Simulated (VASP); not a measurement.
# B26P27 (a cell with a defect) in VASP: single point with PBE

Aim: the single point of B26P27 (a cell with a defect) with PBE.

Everything below comes from runs of VASP 6.6.1. Logs are shortened: lines on timing, memory, paths and dates and some standing lists are left out, and cuts for length are marked.

## Step 1: The cell of the first run

The cell holds a defect, 53 atoms: a = 9.614 Å, b = 9.614 Å, c = 9.614 Å, α = 60.00°, β = 60.00°, γ = 60.00°.

## Step 2: Single point, PBE (atoms taken out, then relaxed in part)

The input, INCAR:

```
ALGO = Normal
EDIFF = 1E-6
ENCUT = 520
GGA = PE
ISIF = 2
ISMEAR = -1
LASPH = T
LCHARG = F
LREAL = Auto
LWAVE = F
NBANDS = 138
NELECT = 216.0
NELM = 60
PREC = Accurate
SIGMA = 0.01
```

The input, KPOINTS:

```
k-points
0
Gamma
  3 3 3
```

The input, POSCAR:

```
B26P27
1.0
    0.0000000000      6.7982171535      6.7982171535
    6.7982171535      0.0000000000      6.7982171535
    6.7982171535      6.7982171535      0.0000000000
B P
26 27
Direct
   -0.0024662213     -0.0024662213      0.3339279804
   -0.0024662213     -0.0024662213      0.6710044622
   -0.0024662213      0.3339279804     -0.0024662213
   -0.0011682004      0.3337227335      0.3337227335
   -0.0024662213      0.3339279804      0.6710044622
   -0.0024662213      0.6710044622     -0.0024662213
   -0.0024662213      0.6710044622      0.3339279804
   -0.0009961418      0.6669987139      0.6669987139
    0.3339279804     -0.0024662213     -0.0024662213
    0.3337227335     -0.0011682004      0.3337227335
    0.3339279804     -0.0024662213      0.6710044622
    0.3337227335      0.3337227335     -0.0011682004
    0.3337227335      0.3337227335      0.3337227335
    0.3328283565      0.3328283565      0.6671716435
    0.3339279804      0.6710044622     -0.0024662213
    0.3328283565      0.6671716435      0.3328283565
    0.3328283565      0.6671716435      0.6671716435
    0.6710044622     -0.0024662213     -0.0024662213
    0.6710044622     -0.0024662213      0.3339279804
    0.6669987139     -0.0009961418      0.6669987139
    0.6710044622      0.3339279804     -0.0024662213
    0.6671716435      0.3328283565      0.3328283565
    0.6671716435      0.3328283565      0.6671716435
    0.6669987139      0.6669987139     -0.0009961418
    0.6671716435      0.6671716435      0.3328283565
    0.6669987139      0.6669987139      0.6669987139
    0.2500000000      0.2500000000      0.2500000000
    0.2486225239      0.2486225239      0.5848411415
    0.2486225239      0.2486225239      0.9179138107
    0.2486225239      0.5848411415      0.2486225239
    0.2495770150      0.5834743283      0.5834743283
    0.2486225239      0.5848411415      0.9179138107
    0.2486225239      0.9179138107      0.2486225239
    0.2486225239      0.9179138107      0.5848411415
    0.2367162213      0.9210945929      0.9210945929
    0.5848411415      0.2486225239      0.2486225239
    0.5834743283      0.2495770150      0.5834743283
    0.5848411415      0.2486225239      0.9179138107
    0.5834743283      0.5834743283      0.2495770150
    0.5834743283      0.5834743283      0.5834743283
    0.5820128117      0.5820128117      0.9179871883
    0.5848411415      0.9179138107      0.2486225239
    0.5820128117      0.9179871883      0.5820128117
    0.5820128117      0.9179871883      0.9179871883
    0.9179138107      0.2486225239      0.2486225239
    0.9179138107      0.2486225239      0.5848411415
    0.9210945929      0.2367162213      0.9210945929
    0.9179138107      0.5848411415      0.2486225239
    0.9179871883      0.5820128117      0.5820128117
    0.9179871883      0.5820128117      0.9179871883
    0.9210945929      0.9210945929      0.2367162213
    0.9179871883      0.9179871883      0.5820128117
    0.9210945929      0.9210945929      0.9210945929
```

Potentials or basis: VASP PAW PBE potentials, release 64 (B, P).

On the command line:

```
cat potpaw_PBE.64/B/POTCAR potpaw_PBE.64/P/POTCAR > POTCAR
mpirun -np 1 vasp_std > vasp.out
```

OUTCAR:

```text
EDIFF = 1E-6
   ENCUT = 520
   GGA = PE
   ISIF = 2
   ISMEAR = -1
   LASPH = T
   LREAL = Auto
   NELECT = 216.0
   NELM = 60
   PREC = Accurate

 ion  position               nearest neighbor table
   1  0.998  0.998  0.334-  52 1.95  51 1.97  33 1.97  45 1.97
   2  0.998  0.998  0.671-  52 1.95  53 1.97  34 1.97  46 1.97
   3  0.998  0.334  0.998-  50 1.95  47 1.97  29 1.97  45 1.97
   4  0.999  0.334  0.334-  46 1.97  48 1.97  45 1.97  27 1.97
   5  0.998  0.334  0.671-  49 1.95  47 1.97  28 1.97  46 1.97
   6  0.998  0.671  0.998-  50 1.95  53 1.97  32 1.97  48 1.97
[... 33 lines left out ...]
  40  0.583  0.583  0.583-  26 1.97  23 1.97  25 1.97  17 1.97
  41  0.582  0.582  0.918-  15 1.95  21 1.95  24 1.97  26 1.97
  42  0.585  0.918  0.249-  25 1.97  19 1.97  18 1.97  10 1.97
  43  0.582  0.918  0.582-  11 1.95  19 1.95  20 1.97  26 1.97
  44  0.582  0.918  0.918-   9 1.95  18 1.95  20 1.97  24 1.97
  45  0.918  0.249  0.249-  22 1.97   3 1.97   1 1.97   4 1.97
  46  0.918  0.249  0.585-  23 1.97   5 1.97   2 1.97   4 1.97
  47  0.921  0.237  0.921-   5 1.97  21 1.97   3 1.97
  48  0.918  0.585  0.249-  25 1.97   7 1.97   6 1.97   4 1.97
  49  0.918  0.582  0.582-   5 1.95   7 1.95   8 1.97  26 1.97
  50  0.918  0.582  0.918-   3 1.95   6 1.95   8 1.97  24 1.97
  51  0.921  0.921  0.237-   7 1.97  19 1.97   1 1.97
  52  0.918  0.918  0.582-   1 1.95   2 1.95   8 1.97  20 1.97
  53  0.921  0.921  0.921-   2 1.97   6 1.97  18 1.97

  LATTYP: Found a face centered cubic cell.
 ALAT       =    13.5964343070

  Lattice vectors:

 A1 = (   0.0000000000,   6.7982171535,   6.7982171535)
 A2 = (   6.7982171535,   0.0000000000,   6.7982171535)
 A3 = (   6.7982171535,   6.7982171535,   0.0000000000)

Analysis of symmetry for initial positions (statically):
=====================================================================
 Subroutine PRICEL returns:
 Original cell was already a primitive cell.

 Routine SETGRP: Setting up the symmetry group for a
 face centered cubic supercell.

 Subroutine GETGRP returns: Found 24 space group operations
 (whereof 24 operations were pure point group operations)
 out of a pool of 48 trial point group operations.

The static configuration has the point symmetry T_d .

Analysis of symmetry for dynamics (positions and initial velocities):
=====================================================================
 Subroutine PRICEL returns:
[... 192 lines left out ...]
   EDIFFG = 0.1E-04   stopping-criterion for IOM
   NSW    =      0    number of steps for IOM
   IBRION =     -1    ionic relax: 0-MD 1-quasi-New 2-CG
   NFREE  =      0    steps in history (QN), initial steepest desc. (CG)
   ISIF   =      2    stress and relaxation
   ISYM   =      2    0-nonsym 1-usesym 2-fastsym
   POTIM  = 0.5000    time-step for ionic-motion
   TEBEG  =    0.0;   TEEND  =   0.0 temperature during run
   PSTRESS=    0.0 pullay stress
   NELECT =     216.0000    total number of electrons
   NUPDOWN=      -1.0000    fix difference up-down
   EMIN   =  10.00;   EMAX   =-10.00  energy-range for DOS
   EFERMI =   0.00;   METHOD = LEGACY
   ISMEAR =    -1;   SIGMA  =   0.01  broadening in eV -4-tet -1-fermi 0-gaus
   EFERMI_NEDOS =   21; number of points for ismear=-14 and -15
   IALGO  =     38    algorithm
   IMIX   =      4    mixing-type and parameters
     AMIX     =   0.40;   BMIX     =  1.00
     AMIX_MAG =   1.60;   BMIX_MAG =  1.00
  volume/ion in A,a.u.               =      11.86        80.01
  Fermi-wavevector in a.u.,A,eV,Ry     =   1.146800  2.167138 17.893708  1.315150
  Thomas-Fermi vector in A             =   2.283483
   LORBIT       =      0    0 simple, 1 ext, 2 COOP (PROOUT), +10 PAW based schemes
   GGA     = PE    functional components
   LHFCALC =     F    Hartree Fock is set to
   AEXX    =    0.0000 exact exchange contribution
   IVDW    =     0    specifies the selected vdW correction
   LEPSILON=     F    determine dielectric tensor
   LRPA    =     F    only Hartree local field effects (RPA)
 non-spin polarized calculation
  energy-cutoff  :      520.00
  volume of cell :      628.37
 maximum number of plane-waves:     16952
   NGX = 35   NGY = 35   NGZ = 35

 number of electron     216.0000001 magnetization

 Free energy of the ion-electron system (eV)
  ---------------------------------------------------
  ext. energy  EPLUGINS =         0.00000000
  ---------------------------------------------------
  free energy    TOTEN  =      -314.61597422 eV

  energy without entropy =     -314.61596923  energy(sigma->0) =     -314.61597173

 E-fermi :   8.5023     XC(G=0): -10.9407

 val. band max:        8.4108422554   @ k =   0.0000   0.0000   0.0000
 cond. band min:       8.6006294394   @ k =   0.3333   0.3333   0.0000
 fundamental gap:      0.1897871839
 Fermi energy:         8.5022679886

 k-point     1 :       0.0000    0.0000    0.0000
  band No.  band energies     occupation
      1      -8.1688      2.00000
      2      -6.3691      2.00000
      3      -6.3486      2.00000
      4      -6.3486      2.00000
      5      -6.3486      2.00000
      6      -6.2124      2.00000
[... 481 lines left out ...]
    119      10.5819      0.00000
    120      10.6128      0.00000
 [bands above 120 left out]

------------------------ aborting loop because EDIFF is reached ----------------------------------------

  FORCE on cell =-STRESS in cart. coord.  units (eV):
  Direction    XX          YY          ZZ          XY          YZ          ZX
  --------------------------------------------------------------------------------------
  -------------------------------------------------------------------------------------
  Total       38.1653124     38.1653124     38.1653124     -0.0000000      0.0000000      0.0000000
  in kB       97.3115320     97.3115320     97.3115320     -0.0000000      0.0000000      0.0000000
  external PRESSURE =      97.3115320 kB  Pullay stress =       0.0000000 kB

 VOLUME and BASIS-vectors are now :
 -----------------------------------------------------------------------------
  energy-cutoff  :      520.00
  volume of cell :      628.37
      direct lattice vectors                 reciprocal lattice vectors
     0.000000000  6.798217154  6.798217154    -0.073548695  0.073548695  0.073548695
     6.798217154  0.000000000  6.798217154     0.073548695 -0.073548695  0.073548695
     6.798217154  6.798217154  0.000000000     0.073548695  0.073548695 -0.073548695

 POSITION                                       TOTAL-FORCE (eV/Angst)
 -----------------------------------------------------------------------------------
      9.05157      9.05157     13.56290        -0.002419     -0.002419     -0.007493
     11.34309     11.34309     13.56290         0.002419      0.002419     -0.007493
      9.05157     13.56290      9.05157        -0.002419     -0.007493     -0.002419
      4.53744      9.05900      9.05900         0.001110     -0.001110     -0.001110
      6.83175     11.34309      9.05157         0.007493      0.002419     -0.002419
     11.34309     13.56290     11.34309         0.002419     -0.007493      0.002419
[... 45 lines left out ...]
     10.19733     10.19733     12.48135        -0.000000     -0.000000     -0.003747
     12.52360     12.52360     12.52360        -0.007635     -0.007635     -0.007635
 -----------------------------------------------------------------------------------
    total drift:                               -0.000001     -0.000001     -0.000001

  FREE ENERGIE OF THE ION-ELECTRON SYSTEM (eV)
  ---------------------------------------------------
  free  energy   TOTEN  =      -314.6159742216 eV

  energy  without entropy=     -314.6159692323  energy(sigma->0) =     -314.61597173
```

Wall time 24 min (1 thread of Intel Xeon 8259CL, shared host); peak memory 0.82 GiB.

Results:

| Quantity | Value |
| --- | --- |
| Free energy | -314.6160 eV |
| Largest force | 0.013 eV/Å |

Forces on the atoms (eV/Å):
```
B   -0.002 -0.002 -0.007
B    0.002  0.002 -0.007
B   -0.002 -0.007 -0.002
B    0.001 -0.001 -0.001
B    0.007  0.002 -0.002
B    0.002 -0.007  0.002
B    0.007 -0.002  0.002
B   -0.001  0.001  0.001
B   -0.007 -0.002 -0.002
B   -0.001  0.001 -0.001
B    0.002  0.007 -0.002
B   -0.001 -0.001  0.001
B    0.001  0.001  0.001
B    0.000  0.000  0.003
B    0.002 -0.002  0.007
B    0.000  0.003  0.000
B   -0.003  0.000  0.000
B   -0.007  0.002  0.002
B   -0.002  0.007  0.002
B    0.001 -0.001  0.001
B   -0.002  0.002  0.007
B    0.003  0.000  0.000
B    0.000 -0.003  0.000
B    0.001  0.001 -0.001
B    0.000  0.000 -0.003
B   -0.001 -0.001 -0.001
P    0.000  0.000  0.000
P   -0.001 -0.001  0.009
P    0.001  0.001  0.009
P   -0.001  0.009 -0.001
P    0.006 -0.006 -0.006
P   -0.009  0.001 -0.001
P    0.001  0.009  0.001
P   -0.009 -0.001  0.001
P   -0.008  0.008  0.008
P    0.009 -0.001 -0.001
P   -0.006  0.006 -0.006
P    0.001 -0.009 -0.001
P   -0.006 -0.006  0.006
P    0.006  0.006  0.006
P    0.000  0.000  0.004
P    0.001 -0.001 -0.009
P    0.000  0.004  0.000
P   -0.004  0.000  0.000
P    0.009  0.001  0.001
P   -0.001 -0.009  0.001
P    0.008 -0.008  0.008
P   -0.001  0.001 -0.009
P    0.004  0.000  0.000
P    0.000 -0.004  0.000
P    0.008  0.008 -0.008
P    0.000  0.000 -0.004
P   -0.008 -0.008 -0.008
```

Caveat: the cell carries a net charge on a neutralising background, which shifts energy and pressure; the cell differs from its parent crystal (atoms taken out, then relaxed in part); the cell is charged against a uniform background, so pressure and absolute levels hang on convention.
